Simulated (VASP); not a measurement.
# BeAu3 (P-4m2) in VASP: single point with PBEsol

Aim: the single point of BeAu3 with PBEsol.

All numbers are computed with VASP 6.6.1; they aren't measurements. Logs are shortened: lines on timing, memory, paths and dates and some standing lists are left out, and cuts for length are marked.

### 1 The cell of the first run

Symmetry: P-4m2, No. 115, tetragonal system. The conventional cell has a = 3.904 Å, b = 3.904 Å, c = 3.964 Å, α = 90.00°, β = 90.00°, γ = 90.00°. Be (site symmetry -4m2) has 12 Au at 2.68 to 2.88 Å within 3.5 Å. Within 3.5 Å of Au (site symmetry 2mm) lie 4 Be at 2.68 to 2.88 Å and 8 Au at 2.68 to 2.88 Å. Au (site symmetry -4m2) has 8 Au at 2.68 to 2.88 Å and 4 Be at 2.76 Å within 3.5 Å.

### 2 Single point, PBEsol (strained and its atoms moved)

Input file INCAR:

```
PREC = Accurate
ENCUT = 520
EDIFF = 1E-7
ISMEAR = 0
SIGMA = 0.1
LREAL = False
LASPH = True
NELM = 60
ALGO = Fast
ISIF = 2
LWAVE = False
LCHARG = False
GGA = PS
NBANDS = 26
```

Input file KPOINTS:

```
Automatic mesh
0
Gamma
  10 10 10
```

Input file POSCAR:

```
BeAu3
1.0
    3.9039515768      0.0000000000      0.0000000000
    0.0000000000      3.9641271668      0.0000000000
    0.0000000000      0.0000000000      3.9039515768
Be Au
1 3
Direct
    0.0000000000      0.0000000000      0.0000000000
    0.0000000000      0.4647478264      0.5000000000
    0.5000000000      0.0000000000      0.5000000000
    0.5000000000      0.5352521736      0.0000000000
```

Potentials or basis: VASP PAW PBE potentials, release 64 (Be, Au).

Run with:

```bash
$ cat potpaw_PBE.64/Be/POTCAR potpaw_PBE.64/Au/POTCAR > POTCAR
$ mpirun -np 1 vasp_std > vasp.out
```

OUTCAR:

```text
PREC = Accurate
   ENCUT = 520
   EDIFF = 1E-7
   ISMEAR = 0
   LREAL = False
   LASPH = True
   NELM = 60
   ISIF = 2
   GGA = PS

 ion  position               nearest neighbor table
   1  0.000  0.000  0.000-   2 2.68   4 2.68   2 2.68   4 2.68   3 2.76   3 2.76   3 2.76   3 2.76
                             4 2.88   4 2.88   2 2.88   2 2.88
   2  0.000  0.465  0.500-   1 2.68   3 2.68   1 2.68   3 2.68   4 2.77   4 2.77   4 2.77   4 2.77
                             3 2.88   1 2.88   1 2.88   3 2.88
   3  0.500  0.000  0.500-   2 2.68   4 2.68   4 2.68   2 2.68   1 2.76   1 2.76   1 2.76   1 2.76
                             4 2.88   4 2.88   2 2.88   2 2.88
   4  0.500  0.535  0.000-   1 2.68   3 2.68   3 2.68   1 2.68   2 2.77   2 2.77   2 2.77   2 2.77
                             1 2.88   3 2.88   3 2.88   1 2.88

  LATTYP: Found a simple tetragonal cell.
 ALAT       =     3.9039515768
 C/A-ratio  =     1.0154140206

  Lattice vectors:

 A1 = (  -3.9039515768,   0.0000000000,   0.0000000000)
 A2 = (   0.0000000000,   0.0000000000,   3.9039515768)
 A3 = (   0.0000000000,   3.9641271668,   0.0000000000)

Analysis of symmetry for initial positions (statically):
=====================================================================
 Subroutine PRICEL returns:
 Original cell was already a primitive cell.

 Routine SETGRP: Setting up the symmetry group for a
 simple tetragonal supercell.

 Subroutine GETGRP returns: Found  8 space group operations
 (whereof  8 operations were pure point group operations)
 out of a pool of 16 trial point group operations.

The static configuration has the point symmetry D_2d.

Analysis of symmetry for dynamics (positions and initial velocities):
=====================================================================
 Subroutine PRICEL returns:
 Original cell was already a primitive cell.

 Routine SETGRP: Setting up the symmetry group for a
 simple tetragonal supercell.

 Subroutine GETGRP returns: Found  8 space group operations
 (whereof  8 operations were pure point group operations)
 out of a pool of 16 trial point group operations.

The dynamic configuration has the point symmetry D_2d.

 Subroutine INISYM returns: Found  8 space group operations
 (whereof  8 operations are pure point group operations),
 and found     1 'primitive' translations

----------------------------------------------------------------------------------------

                                     Primitive cell

  volume of cell :      60.4166

  direct lattice vectors                    reciprocal lattice vectors
     3.903951577  0.000000000  0.000000000     0.256150718  0.000000000  0.000000000
     0.000000000  3.964127167  0.000000000     0.000000000  0.252262341  0.000000000
     0.000000000  0.000000000  3.903951577     0.000000000  0.000000000  0.256150718

  length of vectors
     3.903951577  3.964127167  3.903951577     0.256150718  0.252262341  0.256150718

  position of ions in fractional coordinates (direct lattice)
     0.000000000  0.000000000  0.000000000
     0.000000000  0.464747826  0.500000000
     0.500000000  0.000000000  0.500000000
     0.500000000  0.535252174  0.000000000

  ion indices of the primitive-cell ions
   primitive index   ion index
                 1           1
                 2           2
                 3           3
                 4           4

----------------------------------------------------------------------------------------

 KPOINTS: Automatic mesh

Automatic generation of k-mesh.
 Grid dimensions read from file:
 generate k-points for:   10   10   10

 Generating k-lattice:

  Cartesian coordinates                     Fractional coordinates (reciprocal lattice)
     0.025615072  0.000000000  0.000000000     0.100000000  0.000000000  0.000000000
     0.000000000  0.025226234  0.000000000     0.000000000  0.100000000  0.000000000
     0.000000000  0.000000000  0.025615072     0.000000000  0.000000000  0.100000000

  Length of vectors
     0.025615072  0.025226234  0.025615072

  Shift w.r.t. Gamma in fractional coordinates (k-lattice)
     0.000000000  0.000000000  0.000000000

 Subroutine IBZKPT returns following result:
 ===========================================

 Found    126 irreducible k-points:

 Following reciprocal coordinates:
            Coordinates               Weight
  0.000000  0.000000  0.000000      1.000000
  0.100000  0.000000  0.000000      4.000000
  0.200000  0.000000  0.000000      4.000000
  0.300000  0.000000  0.000000      4.000000
  0.400000  0.000000  0.000000      4.000000
  0.500000  0.000000  0.000000      2.000000
[... 16 lines left out ...]
  0.400000  0.300000  0.000000      8.000000
  0.500000  0.300000  0.000000      4.000000
 [... further k-points ...]
   k-points           NKPTS =    126   k-points in BZ     NKDIM =    126   number of bands    NBANDS=     26
   number of dos      NEDOS =    301   number of ions     NIONS =      4
   total plane-waves  NPLWV =  27000
   dimension x,y,z NGX =    30 NGY =   30 NGZ =   30
   dimension x,y,z NGXF=    60 NGYF=   60 NGZF=   60
   ions per type =               1   3
   NGX,Y,Z   is equivalent  to a cutoff of  12.78, 12.58, 12.78 a.u.
   NGXF,Y,Z  is equivalent  to a cutoff of  25.55, 25.16, 25.55 a.u.
 SYSTEM =  unknown system
   PREC   = accura    normal or accurate (medium, high low for compatibility)
   ISTART =      0    job   : 0-new  1-cont  2-samecut
   ICHARG =      2    charge: 1-file 2-atom 10-const
   ISPIN  =      1    spin polarized calculation?
   LNONCOLLINEAR =      F non collinear calculations
   LSORBIT =      F    spin-orbit coupling
   LASPH  =      T    aspherical Exc in radial PAW
   ENCUT  =  520.0 eV  38.22 Ry    6.18 a.u.   7.26  7.37  7.26*2*pi/ulx,y,z
   NELM   =     60;   NELMIN=  2; NELMDL= -5     # of ELM steps
   EDIFF  = 0.1E-06   stopping-criterion for ELM
   LREAL  =      F    real-space projection
   EDIFFG = 0.1E-05   stopping-criterion for IOM
   NSW    =      0    number of steps for IOM
   IBRION =     -1    ionic relax: 0-MD 1-quasi-New 2-CG
   NFREE  =      0    steps in history (QN), initial steepest desc. (CG)
   ISIF   =      2    stress and relaxation
   ISYM   =      2    0-nonsym 1-usesym 2-fastsym
   POTIM  = 0.5000    time-step for ionic-motion
   TEBEG  =    0.0;   TEEND  =   0.0 temperature during run
   PSTRESS=    0.0 pullay stress
   NELECT =      35.0000    total number of electrons
   NUPDOWN=      -1.0000    fix difference up-down
   EMIN   =  10.00;   EMAX   =-10.00  energy-range for DOS
   EFERMI =   0.00;   METHOD = LEGACY
   ISMEAR =     0;   SIGMA  =   0.10  broadening in eV -4-tet -1-fermi 0-gaus
   EFERMI_NEDOS =   21; number of points for ismear=-14 and -15
   IALGO  =     68    algorithm
   IMIX   =      4    mixing-type and parameters
     AMIX     =   0.40;   BMIX     =  1.00
     AMIX_MAG =   1.60;   BMIX_MAG =  1.00
  volume/ion in A,a.u.               =      15.10       101.93
  Fermi-wavevector in a.u.,A,eV,Ry     =   1.364726  2.578958 25.340528  1.862476
  Thomas-Fermi vector in A             =   2.491016
   LORBIT       =      0    0 simple, 1 ext, 2 COOP (PROOUT), +10 PAW based schemes
   GGA     = PS    functional components
   LHFCALC =     F    Hartree Fock is set to
   AEXX    =    0.0000 exact exchange contribution
   IVDW    =     0    specifies the selected vdW correction
   LEPSILON=     F    determine dielectric tensor
   LRPA    =     F    only Hartree local field effects (RPA)
 non-spin polarized calculation
 RMM-DIIS sequential band-by-band and
 Gauss-broadening in eV      SIGMA  =   0.10
  energy-cutoff  :      520.00
  volume of cell :       60.42
 maximum number of plane-waves:      1648
 NGX is ok and might be reduce to    30
   NGX = 15   NGY = 15   NGZ = 15

 number of electron      35.0000003 magnetization

 Free energy of the ion-electron system (eV)
  ---------------------------------------------------
  ext. energy  EPLUGINS =         0.00000000
  ---------------------------------------------------
  free energy    TOTEN  =       -15.56404184 eV

  energy without entropy =      -15.55608180  energy(sigma->0) =      -15.56006182

 E-fermi :   9.3217     XC(G=0): -12.4338

 val. band max:        9.3088386090   @ k =   0.5000   0.1000   0.4000
 cond. band min:       9.3353712085   @ k =   0.1000   0.1000   0.1000
 fundamental gap:      0.0265325996
 Fermi energy:         9.3217421948

 k-point     1 :       0.0000    0.0000    0.0000
  band No.  band energies     occupation
      1      -1.2899      2.00000
      2       1.1912      2.00000
      3       2.2288      2.00000
      4       2.2288      2.00000
      5       2.2439      2.00000
      6       2.4790      2.00000
[... 18 lines left out ...]
     25      16.7643      0.00000
     26      20.6602      0.00000

 k-point     2 :       0.1000    0.0000    0.0000
  band No.  band energies     occupation
      1      -1.1706      2.00000
      2       1.2610      2.00000
      3       2.1978      2.00000
      4       2.2775      2.00000
      5       2.3572      2.00000
      6       2.4814      2.00000
[... 18 lines left out ...]
     25      17.3450      0.00000
     26      20.1269      0.00000

 k-point     3 :       0.2000    0.0000    0.0000
  band No.  band energies     occupation
      1      -0.8222      2.00000
      2       1.4584      2.00000
      3       2.2361      2.00000
      4       2.4276      2.00000
      5       2.4567      2.00000
      6       2.5541      2.00000
[... 18 lines left out ...]
     25      18.6491      0.00000
     26      18.8900      0.00000

 k-point     4 :       0.3000    0.0000    0.0000
  band No.  band energies     occupation
      1      -0.2793      2.00000
      2       1.7404      2.00000
      3       2.3272      2.00000
      4       2.3672      2.00000
      5       2.6768      2.00000
      6       2.8100      2.00000
[... 18 lines left out ...]
     25      17.7739      0.00000
     26      20.3489      0.00000
[... 496 lines left out ...]
      1       0.5790      2.00000
      2       2.2535      2.00000
      3       2.5851      2.00000
      4       2.6974      2.00000
      5       2.9573      2.00000
      6       3.3039      2.00000
[... 18 lines left out ...]
     25      18.8132      0.00000
     26      18.9573      0.00000

 k-point    23 :       0.4000    0.3000    0.0000
  band No.  band energies     occupation
      1       1.1466      2.00000
      2       2.3808      2.00000
      3       2.6310      2.00000
      4       2.7424      2.00000
      5       3.0095      2.00000
      6       3.2435      2.00000
[... 18 lines left out ...]
     25      18.9848      0.00000
     26      19.3215      0.00000

 k-point    24 :       0.5000    0.3000    0.0000
  band No.  band energies     occupation
      1       1.5579      2.00000
      2       2.1063      2.00000
      3       2.8219      2.00000
      4       2.8252      2.00000
      5       2.8986      2.00000
      6       3.0478      2.00000
[... 18 lines left out ...]
     25      19.3154      0.00000
     26      19.3177      0.00000

 [... further k-points ...]
[... 5 lines left out ...]
  --------------------------------------------------------------------------------------
  -------------------------------------------------------------------------------------
  Total        1.2355975      1.5186285      1.2355975     -0.0000000      0.0000000      0.0000000
  in kB       32.7665843     40.2722315     32.7665843     -0.0000000      0.0000000      0.0000000
  external PRESSURE =      35.2684667 kB  Pullay stress =       0.0000000 kB

 VOLUME and BASIS-vectors are now :
 -----------------------------------------------------------------------------
  energy-cutoff  :      520.00
  volume of cell :       60.42
      direct lattice vectors                 reciprocal lattice vectors
     3.903951577  0.000000000  0.000000000     0.256150718  0.000000000  0.000000000
     0.000000000  3.964127167  0.000000000     0.000000000  0.252262341  0.000000000
     0.000000000  0.000000000  3.903951577     0.000000000  0.000000000  0.256150718

 POSITION                                       TOTAL-FORCE (eV/Angst)
 -----------------------------------------------------------------------------------
      0.00000      0.00000      0.00000         0.000000      0.000000      0.000000
      0.00000      1.84232      1.95198         0.000000      0.516995     -0.000000
      1.95198      0.00000      1.95198         0.000000      0.000000      0.000000
      1.95198      2.12181      0.00000         0.000000     -0.516995      0.000000
 -----------------------------------------------------------------------------------
    total drift:                                0.000000      0.000000      0.000000

  FREE ENERGIE OF THE ION-ELECTRON SYSTEM (eV)
  ---------------------------------------------------
  free  energy   TOTEN  =       -15.5640418441 eV

  energy  without entropy=      -15.5560817982  energy(sigma->0) =      -15.56006182
```

Run time: 1.7 min. Hardware: 1 thread of Intel Xeon Platinum 8488C (Sapphire Rapids), shared host; peak memory 0.28 GiB.

What came out:

- Free energy: -15.5640 eV
- Pressure: 3.5 GPa
- Largest force: 0.517 eV/Å

Forces in eV/Å, atoms in the order of the input:
```
Be   0.000  0.000  0.000
Au   0.000  0.517  0.000
Au   0.000  0.000  0.000
Au   0.000 -0.517  0.000
```

Stress tensor (GPa, compression positive):
```
3.28 0.00 0.00
0.00 4.03 0.00
0.00 0.00 3.28
```

Levels at points of the mesh, in eV from the Fermi level:
| k point | band 15 | band 16 | band 17 | band 18 | band 19 | band 20 |
| --- | --- | --- | --- | --- | --- | --- |
| (0.00, 0.00, 0.00) | -1.78 | -1.78 | -0.26 | -0.26 | -0.23 | 5.08 |
| (0.50, 0.00, 0.00) | -3.59 | -2.83 | -1.77 | 3.45 | 4.05 | 4.14 |
| (0.00, 0.50, 0.00) | -3.62 | -2.84 | -1.76 | 3.87 | 3.87 | 4.10 |
| (0.50, 0.50, 0.00) | -3.45 | -3.36 | -1.68 | -0.50 | -0.47 | 5.88 |
| (0.50, 0.00, 0.50) | -3.63 | -3.22 | -1.57 | -0.46 | -0.46 | 5.75 |
| (0.50, 0.50, 0.50) | -2.34 | -2.30 | -2.08 | -2.08 | -1.28 | 2.50 |

Caveat: the cell differs from its parent crystal (strained and its atoms moved); the PAW data sets were made with another functional, which shifts forces and pressure a little; spin-orbit coupling is left out, which moves the levels of the heavy elements.
